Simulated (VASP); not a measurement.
# B3As2 (Cmmm) in VASP: a series of runs, part 2 of 2

VASP 6.6.1. Earlier steps stand in the parts before.

## Step 3: Single point, PBE

This run uses another cell than the first one, of 17.30 Å³/atom, 1.260 times its volume.

INCAR

```
SYSTEM = B3As2
PREC     = Accurate       ! precision mode
ENCUT    = 520            ! plane-wave cutoff, eV
EDIFF    = 1E-7           ! SCF threshold, eV
ISMEAR   = 0              ! smearing method
SIGMA    = 0.1            ! smearing width, eV
LREAL    = .FALSE.        ! projectors in reciprocal space
LASPH    = .TRUE.         ! aspherical terms in the spheres
NELM     = 80             ! most SCF steps
ALGO     = Normal         ! electronic algorithm
ISIF     = 2              ! what is computed and relaxed
LWAVE    = .FALSE.        ! write WAVECAR
LCHARG   = .FALSE.        ! write CHGCAR
GGA      = PE             ! functional
NBANDS   = 18             ! bands
```

KPOINTS

```
Automatic mesh
0
G
  4 4 6
  0 0 0
```

POSCAR

```
B3As2
1.0
    3.2934355400     -3.5994098400      0.0000000000
    3.2934355400      3.5994098400      0.0000000000
    0.0000000000      0.0000000000      3.6490954800
B As
3 2
Direct
    0.8977120200      0.8977120200      0.0000000000
    0.1022879800      0.1022879800      0.0000000000
    0.5000000000      0.5000000000      0.5000000000
    0.0000000000      0.5000000000      0.0000000000
    0.5000000000      0.0000000000      0.0000000000
```

Potentials or basis: VASP PAW PBE potentials, release 64 (B, As).

On the command line:

```console
$ cat potpaw_PBE.64/B/POTCAR potpaw_PBE.64/As/POTCAR > POTCAR
$ mpirun -np 1 vasp_std > vasp.out
```

OUTCAR:

```text
SYSTEM = B3As2
   PREC = Accurate
   ENCUT = 520
   EDIFF = 1E-7
   ISMEAR = 0
   LREAL = .FALSE.
   LASPH = .TRUE.
   NELM = 80
   ISIF = 2
   GGA = PE

 ion  position               nearest neighbor table
   1  0.898  0.898  0.000-   2 1.35   4 2.05   5 2.05
   2  0.102  0.102  0.000-   1 1.35   4 2.05   5 2.05
   3  0.500  0.500  0.500-
   4  0.000  0.500  0.000-   1 2.05   2 2.05
   5  0.500  0.000  0.000-   1 2.05   2 2.05

  LATTYP: Found a base centered orthorhombic cell.
 ALAT       =     6.5868710800
 B/A-ratio  =     1.0929042929
 C/A-ratio  =     0.5539952787

  Lattice vectors:

 A1 = (   3.2934355400,  -3.5994098400,   0.0000000000)
 A2 = (   3.2934355400,   3.5994098400,   0.0000000000)
 A3 = (   0.0000000000,   0.0000000000,   3.6490954800)

Analysis of symmetry for initial positions (statically):
=====================================================================
 Subroutine PRICEL returns:
 Original cell was already a primitive cell.

 Routine SETGRP: Setting up the symmetry group for a
 base centered orthorhombic supercell.

 Subroutine GETGRP returns: Found  8 space group operations
 (whereof  8 operations were pure point group operations)
 out of a pool of  8 trial point group operations.

The static configuration has the point symmetry D_2h.

Analysis of symmetry for dynamics (positions and initial velocities):
=====================================================================
 Subroutine PRICEL returns:
 Original cell was already a primitive cell.

 Routine SETGRP: Setting up the symmetry group for a
 base centered orthorhombic supercell.

 Subroutine GETGRP returns: Found  8 space group operations
 (whereof  8 operations were pure point group operations)
 out of a pool of  8 trial point group operations.

The dynamic configuration has the point symmetry D_2h.

 Subroutine INISYM returns: Found  8 space group operations
[... 117 lines left out ...]
   EFERMI =   0.00;   METHOD = LEGACY
   ISMEAR =     0;   SIGMA  =   0.10  broadening in eV -4-tet -1-fermi 0-gaus
   EFERMI_NEDOS =   21; number of points for ismear=-14 and -15
   IALGO  =     38    algorithm
   IMIX   =      4    mixing-type and parameters
     AMIX     =   0.40;   BMIX     =  1.00
     AMIX_MAG =   1.60;   BMIX_MAG =  1.00
  volume/ion in A,a.u.               =      17.30       116.77
  Fermi-wavevector in a.u.,A,eV,Ry     =   0.987705  1.866493 13.273329  0.975562
  Thomas-Fermi vector in A             =   2.119179
   LORBIT       =      0    0 simple, 1 ext, 2 COOP (PROOUT), +10 PAW based schemes
   GGA     = PE    functional components
   LHFCALC =     F    Hartree Fock is set to
   AEXX    =    0.0000 exact exchange contribution
   IVDW    =     0    specifies the selected vdW correction
   LEPSILON=     F    determine dielectric tensor
   LRPA    =     F    only Hartree local field effects (RPA)
 non-spin polarized calculation
 Gauss-broadening in eV      SIGMA  =   0.10
  energy-cutoff  :      520.00
  volume of cell :       86.52
 maximum number of plane-waves:      2348
   NGX = 19   NGY = 19   NGZ = 13

 number of electron      19.0000001 magnetization

 Free energy of the ion-electron system (eV)
  ---------------------------------------------------
  ext. energy  EPLUGINS =         0.00000000
  ---------------------------------------------------
  free energy    TOTEN  =       -20.55540347 eV

  energy without entropy =      -20.54183417  energy(sigma->0) =      -20.54861882

 E-fermi :   2.9817     XC(G=0):  -9.4356

 val. band max:        2.9537694334   @ k =  -0.2500   0.2500   0.3333
 cond. band min:       3.0043049014   @ k =   0.5000   0.5000   0.0000
 fundamental gap:      0.0505354680
 Fermi energy:         2.9817396580

 k-point     1 :       0.0000    0.0000    0.0000
  band No.  band energies     occupation
      1     -10.4333      2.00000
      2      -7.3612      2.00000
      3      -4.0905      2.00000
      4      -3.9932      2.00000
      5      -3.2188      2.00000
      6      -0.9339      2.00000
[... 481 lines left out ...]
      5      -2.6640      2.00000
      6      -1.4997      2.00000
[... 10 lines left out ...]
     17       8.2749      0.00000
     18      11.9330      0.00000

 [... further k-points ...]
[... 5 lines left out ...]
  --------------------------------------------------------------------------------------
  -------------------------------------------------------------------------------------
  Total       11.5005923     -8.3049978     -3.7724255      0.0000000      0.0000000      0.0000000
  in kB      212.9781740   -153.7993205    -69.8611235      0.0000000      0.0000000      0.0000000
  external PRESSURE =      -3.5607567 kB  Pullay stress =       0.0000000 kB

 VOLUME and BASIS-vectors are now :
 -----------------------------------------------------------------------------
  energy-cutoff  :      520.00
  volume of cell :       86.52
      direct lattice vectors                 reciprocal lattice vectors
     3.293435540 -3.599409840  0.000000000     0.151817151 -0.138911661  0.000000000
     3.293435540  3.599409840  0.000000000     0.151817151  0.138911661  0.000000000
     0.000000000  0.000000000  3.649095480     0.000000000  0.000000000  0.274040514

 POSITION                                       TOTAL-FORCE (eV/Angst)
 -----------------------------------------------------------------------------------
      5.91311      0.00000      0.00000       -10.619315     -0.000000     -0.000000
      0.67376      0.00000      0.00000        10.619315     -0.000000      0.000000
      3.29344      0.00000      1.82455         0.000000      0.000000      0.000000
      1.64672      1.79970      0.00000        -0.000000     -0.000000      0.000000
      1.64672     -1.79970      0.00000        -0.000000     -0.000000      0.000000
 -----------------------------------------------------------------------------------
    total drift:                                0.000000     -0.000000      0.000000

  FREE ENERGIE OF THE ION-ELECTRON SYSTEM (eV)
  ---------------------------------------------------
  free  energy   TOTEN  =       -20.5554034711 eV

  energy  without entropy=      -20.5418341660  energy(sigma->0) =      -20.54861882
```

OSZICAR:

```text
N       E                     dE             d eps       ncg     rms          rms(c)
DAV:   1     0.426347816588E+02    0.42635E+02   -0.70153E+03  1008   0.845E+02
DAV:   2    -0.213850459352E+02   -0.64020E+02   -0.61135E+02  1438   0.141E+02
DAV:   3    -0.245094363966E+02   -0.31244E+01   -0.30752E+01  1146   0.295E+01
DAV:   4    -0.245331917532E+02   -0.23755E-01   -0.23730E-01  1280   0.292E+00
DAV:   5    -0.245333546239E+02   -0.16287E-03   -0.16286E-03  1136   0.239E-01    0.975E+00
DAV:   6    -0.206148751039E+02    0.39185E+01   -0.14111E+01  1054   0.213E+01    0.357E+00
DAV:   7    -0.205851894706E+02    0.29686E-01   -0.21650E+00  1052   0.697E+00    0.195E+00
DAV:   8    -0.205596933383E+02    0.25496E-01   -0.10140E-01  1106   0.164E+00    0.865E-01
DAV:   9    -0.205553023279E+02    0.43910E-02   -0.13490E-02  1210   0.664E-01    0.198E-01
DAV:  10    -0.205553886066E+02   -0.86279E-04   -0.21227E-03  1118   0.245E-01    0.765E-02
DAV:  11    -0.205553960335E+02   -0.74270E-05   -0.42077E-04  1084   0.113E-01    0.167E-02
DAV:  12    -0.205554003020E+02   -0.42685E-05   -0.34612E-05  1100   0.306E-02    0.105E-02
DAV:  13    -0.205554033347E+02   -0.30327E-05   -0.50920E-06  1124   0.122E-02    0.190E-03
DAV:  14    -0.205554034853E+02   -0.15056E-06   -0.47613E-07  1116   0.391E-03    0.639E-04
DAV:  15    -0.205554034711E+02    0.14184E-07   -0.70933E-08   652   0.155E-03
   1 F= -.20555403E+02 E0= -.20548619E+02  d E =-.135693E-01
```

stdout:

```text
POSCAR found type information on POSCAR B As
 POSCAR found :  2 types and       5 ions
 scaLAPACK will be used
 LDA part: xc-table for (Slater+PW92), standard interpolation
 POSCAR, INCAR and KPOINTS ok, starting setup
 FFT: planning ... GRIDC
 FFT: planning ... GRID_SOFT
 FFT: planning ... GRID
 WAVECAR not read
 entering main loop
```

It took 31 s on 1 thread of AMD EPYC 7R43 (Zen 3), shared host; peak memory 0.16 GiB.

What came out:

```yaml
Free_energy: -20.5554 eV
Pressure: -0.4 GPa
Largest_force: 10.619 eV/Å
```

Forces on the atoms (eV/Å):
```
B   -10.619   0.000   0.000
B    10.619   0.000   0.000
B     0.000   0.000   0.000
As    0.000   0.000   0.000
As    0.000   0.000   0.000
```

Stress tensor (GPa, compression positive):
```
 21.30   0.00   0.00
  0.00 -15.38   0.00
  0.00   0.00  -6.99
```

Caveat: forces of over 1 eV/Å act on the atoms, so gaps and moduli don't describe the material at rest.
